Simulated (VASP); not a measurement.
# W (Im-3m) in VASP: notebook

The runs below take W through single point, relaxation of cell and atoms, with PBE.

Everything below comes from runs of VASP 6.6.1. Logs are shortened: lines on timing, memory, paths and dates and some standing lists are left out, and cuts for length are marked.

### Step 1. The cell of the first run

Symmetry: Im-3m, No. 229, cubic system. The conventional cell has a = 3.166 Å, b = 3.166 Å, c = 3.166 Å, α = 90.00°, β = 90.00°, γ = 90.00°. Within 3.6 Å of W (site symmetry m-3m) lie 14 W at 2.74 to 3.17 Å.

### Step 2. Single point, PBE

INCAR

```
SYSTEM = W
PREC = Accurate
ENCUT = 500
EDIFF = 1E-6
ISMEAR = -1
SIGMA = 0.05
LREAL = .False.
LASPH = .True.
NELM = 120
ALGO = Normal
ISIF = 2
LWAVE = .False.
LCHARG = .False.
GGA = PE
NBANDS = 13
GGA_COMPAT = .False.
```

KPOINTS

```
Automatic mesh
0
Gamma
  13 13 13
  0 0 0
```

POSCAR

```
W
1.0
   -1.5829581535      1.5829581535      1.5829581535
    1.5829581535     -1.5829581535      1.5829581535
    1.5829581535      1.5829581535     -1.5829581535
W
1
Direct
    0.0000000000      0.0000000000      0.0000000000
```

Potentials or basis: VASP PAW PBE potentials, release 64 (W_sv).

Run with:

```sh
> cat potpaw_PBE.64/W_sv/POTCAR > POTCAR
> mpirun -np 1 vasp_std > vasp.out
```

OUTCAR:

```text
SYSTEM = W
   PREC = Accurate
   ENCUT = 500
   EDIFF = 1E-6
   ISMEAR = -1
   LREAL = .False.
   LASPH = .True.
   NELM = 120
   ISIF = 2
   GGA = PE

 ion  position               nearest neighbor table
   1  0.000  0.000  0.000-

  LATTYP: Found a body centered cubic cell.
 ALAT       =     3.1659163070

  Lattice vectors:

 A1 = (  -1.5829581535,   1.5829581535,   1.5829581535)
 A2 = (   1.5829581535,  -1.5829581535,   1.5829581535)
 A3 = (   1.5829581535,   1.5829581535,  -1.5829581535)

Analysis of symmetry for initial positions (statically):
=====================================================================
 Subroutine PRICEL returns:
 Original cell was already a primitive cell.

 Routine SETGRP: Setting up the symmetry group for a
 body centered cubic supercell.

 Subroutine GETGRP returns: Found 48 space group operations
 (whereof 48 operations were pure point group operations)
 out of a pool of 48 trial point group operations.

The static configuration has the point symmetry O_h .

Analysis of symmetry for dynamics (positions and initial velocities):
=====================================================================
 Subroutine PRICEL returns:
 Original cell was already a primitive cell.

 Routine SETGRP: Setting up the symmetry group for a
 body centered cubic supercell.

 Subroutine GETGRP returns: Found 48 space group operations
 (whereof 48 operations were pure point group operations)
 out of a pool of 48 trial point group operations.

The dynamic configuration has the point symmetry O_h .

 Subroutine INISYM returns: Found 48 space group operations
 (whereof 48 operations are pure point group operations),
 and found     1 'primitive' translations

----------------------------------------------------------------------------------------

                                     Primitive cell

  volume of cell :      15.8660

  direct lattice vectors                    reciprocal lattice vectors
    -1.582958153  1.582958153  1.582958153     0.000000000  0.315864320  0.315864320
     1.582958153 -1.582958153  1.582958153     0.315864320  0.000000000  0.315864320
     1.582958153  1.582958153 -1.582958153     0.315864320  0.315864320  0.000000000

  length of vectors
     2.741763948  2.741763948  2.741763948     0.446699605  0.446699605  0.446699605

  position of ions in fractional coordinates (direct lattice)
     0.000000000  0.000000000  0.000000000

[... 81 lines left out ...]
   ISIF   =      2    stress and relaxation
   ISYM   =      2    0-nonsym 1-usesym 2-fastsym
   POTIM  = 0.5000    time-step for ionic-motion
   TEBEG  =    0.0;   TEEND  =   0.0 temperature during run
   PSTRESS=    0.0 pullay stress
   NELECT =      14.0000    total number of electrons
   NUPDOWN=      -1.0000    fix difference up-down
   EMIN   =  10.00;   EMAX   =-10.00  energy-range for DOS
   EFERMI =   0.00;   METHOD = LEGACY
   ISMEAR =    -1;   SIGMA  =   0.05  broadening in eV -4-tet -1-fermi 0-gaus
   EFERMI_NEDOS =   21; number of points for ismear=-14 and -15
   IALGO  =     38    algorithm
   IMIX   =      4    mixing-type and parameters
     AMIX     =   0.40;   BMIX     =  1.00
     AMIX_MAG =   1.60;   BMIX_MAG =  1.00
  volume/ion in A,a.u.               =      15.87       107.07
  Fermi-wavevector in a.u.,A,eV,Ry     =   1.570223  2.967292 33.546540  2.465601
  Thomas-Fermi vector in A             =   2.671989
   LORBIT       =      0    0 simple, 1 ext, 2 COOP (PROOUT), +10 PAW based schemes
   GGA     = PE    functional components
   LHFCALC =     F    Hartree Fock is set to
   AEXX    =    0.0000 exact exchange contribution
   IVDW    =     0    specifies the selected vdW correction
   LEPSILON=     F    determine dielectric tensor
   LRPA    =     F    only Hartree local field effects (RPA)
 non-spin polarized calculation
  energy-cutoff  :      500.00
  volume of cell :       15.87
 maximum number of plane-waves:       415
   NGX =  9   NGY =  9   NGZ =  9

 number of electron      14.0000003 magnetization

 Free energy of the ion-electron system (eV)
  ---------------------------------------------------
  ext. energy  EPLUGINS =         0.00000000
  ---------------------------------------------------
  free energy    TOTEN  =       -12.96393952 eV

  energy without entropy =      -12.96218799  energy(sigma->0) =      -12.96306376

 E-fermi :  11.4795     XC(G=0): -13.6351

 val. band max:       11.3157565440   @ k =  -0.3077   0.3077   0.2308
 cond. band min:      11.4936704914   @ k =  -0.4615   0.4615   0.2308
 fundamental gap:      0.1779139473
 Fermi energy:        11.4794827522

 k-point     1 :       0.0000    0.0000    0.0000
  band No.  band energies     occupation
      1     -62.7495      2.00000
      2     -26.3131      2.00000
      3     -26.3131      2.00000
      4     -26.3131      2.00000
      5       1.7980      2.00000
      6      10.2057      2.00000
      7      10.2057      2.00000
      8      10.2057      2.00000
      9      13.6921      0.00000
     10      13.6921      0.00000
     11      25.9453      0.00000
     12      25.9453      0.00000
     13      25.9453      0.00000
[... 354 lines left out ...]
  band No.  band energies     occupation
      1     -62.6530      2.00000
      2     -27.2339      2.00000
      3     -26.5967      2.00000
      4     -26.3839      2.00000
      5       5.3987      2.00000
      6       8.3617      2.00000
      7       9.0308      2.00000
      8      13.4600      0.00000
      9      14.1014      0.00000
     10      15.4246      0.00000
     11      25.7745      0.00000
     12      26.1190      0.00000
     13      29.9325      0.00000

 [... further k-points ...]

------------------------ aborting loop because EDIFF is reached ----------------------------------------

  FORCE on cell =-STRESS in cart. coord.  units (eV):
  Direction    XX          YY          ZZ          XY          YZ          ZX
  --------------------------------------------------------------------------------------
  -------------------------------------------------------------------------------------
  Total        0.5490875      0.5490875      0.5490875     -0.0000000      0.0000000      0.0000000
  in kB       55.4477434     55.4477434     55.4477434     -0.0000000      0.0000000      0.0000000
  external PRESSURE =      55.4477434 kB  Pullay stress =       0.0000000 kB

 VOLUME and BASIS-vectors are now :
 -----------------------------------------------------------------------------
  energy-cutoff  :      500.00
  volume of cell :       15.87
      direct lattice vectors                 reciprocal lattice vectors
    -1.582958153  1.582958153  1.582958153     0.000000000  0.315864320  0.315864320
     1.582958153 -1.582958153  1.582958153     0.315864320  0.000000000  0.315864320
     1.582958153  1.582958153 -1.582958153     0.315864320  0.315864320  0.000000000

 POSITION                                       TOTAL-FORCE (eV/Angst)
 -----------------------------------------------------------------------------------
      0.00000      0.00000      0.00000         0.000000      0.000000      0.000000
 -----------------------------------------------------------------------------------
    total drift:                                0.000000     -0.000000      0.000000

  FREE ENERGIE OF THE ION-ELECTRON SYSTEM (eV)
  ---------------------------------------------------
  free  energy   TOTEN  =       -12.9639395219 eV

  energy  without entropy=      -12.9621879887  energy(sigma->0) =      -12.96306376
```

OSZICAR:

```text
N       E                     dE             d eps       ncg     rms          rms(c)
DAV:   1     0.818131915310E+02    0.81813E+02   -0.73092E+03  2216   0.119E+03
DAV:   2    -0.119869814287E+02   -0.93800E+02   -0.90167E+02  2464   0.308E+02
DAV:   3    -0.135727462087E+02   -0.15858E+01   -0.15774E+01  2389   0.388E+01
DAV:   4    -0.135789489152E+02   -0.62027E-02   -0.62026E-02  2434   0.269E+00
DAV:   5    -0.135790008887E+02   -0.51974E-04   -0.51972E-04  2439   0.232E-01    0.209E+01
DAV:   6    -0.130934439207E+02    0.48556E+00   -0.40487E-01  2299   0.855E+00    0.839E+00
DAV:   7    -0.129679464528E+02    0.12550E+00   -0.21010E-01  2404   0.586E+00    0.618E-01
DAV:   8    -0.129639353274E+02    0.40111E-02   -0.41684E-03  2234   0.836E-01    0.686E-02
DAV:   9    -0.129639447133E+02   -0.93859E-05   -0.66954E-05  2502   0.101E-01    0.514E-02
DAV:  10    -0.129639390578E+02    0.56556E-05   -0.14125E-05  2364   0.528E-02    0.505E-03
DAV:  11    -0.129639395219E+02   -0.46414E-06   -0.22745E-07  1492   0.573E-03
   1 F= -.12963940E+02 E0= -.12963064E+02  d E =-.175153E-02
```

stdout:

```text
POSCAR found type information on POSCAR W
 POSCAR found :  1 types and       1 ions
 scaLAPACK will be used
 LDA part: xc-table for (Slater+PW92), standard interpolation
 POSCAR, INCAR and KPOINTS ok, starting setup
 FFT: planning ... GRIDC
 FFT: planning ... GRID_SOFT
 FFT: planning ... GRID
 WAVECAR not read
 entering main loop
```

Wall time 5.3 s (1 thread of Intel Xeon 6975P-C (Granite Rapids), shared host); peak memory 0.13 GiB.

Results:

```yaml
Free_energy: -12.9639 eV
Pressure: 5.5 GPa
Band_gap_on_the_k_mesh: zero (bands 7 and 8 overlap by 5.73 eV)
```

Levels at points of the mesh, in eV from the Fermi level:
```
           k point  band 5  band 6  band 7  band 8  band 9  band 10
(0.00, 0.00, 0.00)   -9.68   -1.27   -1.27   -1.27    2.21     2.21
```

Caveat: the cell stands under pressure; spin-orbit coupling is left out, which moves the levels of the heavy elements.

(Part 1 of 2 ends here.)
